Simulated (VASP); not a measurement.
**SiC: single point with PBEsol**

The system is SiC.

```
Si C
1.0
     2.14840    2.14840    0.00000
    -2.14840    2.14840    0.00000
     0.00000    2.14840    2.14840
Si C
1 1
Cartesian
  0.0000 0.0000 0.0000
  1.0742 3.2226 1.0742
```

| Property | Result |
| --- | --- |
| Program | VASP 6.6.1 |
| Task | single point |
| Functional | PBEsol |
| Potentials or basis | VASP PAW PBE potentials, release 64 (Si, C) |
| Cutoff | 520 eV |
| k mesh | 10 × 10 × 10 |
| Occupations | gaussian, width 0.01 eV |
| Spin | no spin polarisation |

- Pressure: 10.4 GPa
- Band gap on the k mesh: 1.19 eV, indirect (least direct gap 4.49 eV)

Levels at points of the mesh, in eV from the valence-band top:
```
           k point  band 2  band 3  band 4  band 5  band 6  band 7
(0.00, 0.00, 0.00)    0.00    0.00    0.00    6.68    7.54    7.54
(0.50, 0.00, 0.00)   -8.84   -1.07   -1.07    5.76    7.31    7.31
(0.50, 0.50, 0.00)   -7.97   -3.29   -3.29    1.19    4.35   14.45
```

It took 15 s on 1 thread of Intel Xeon 6975P-C, with other jobs on the host, peak memory 0.14 GiB.

Caveat: the PAW data sets were made with another functional, which shifts forces and pressure a little. PBEsol gaps usually lie below the measured ones, often by a third to a half.
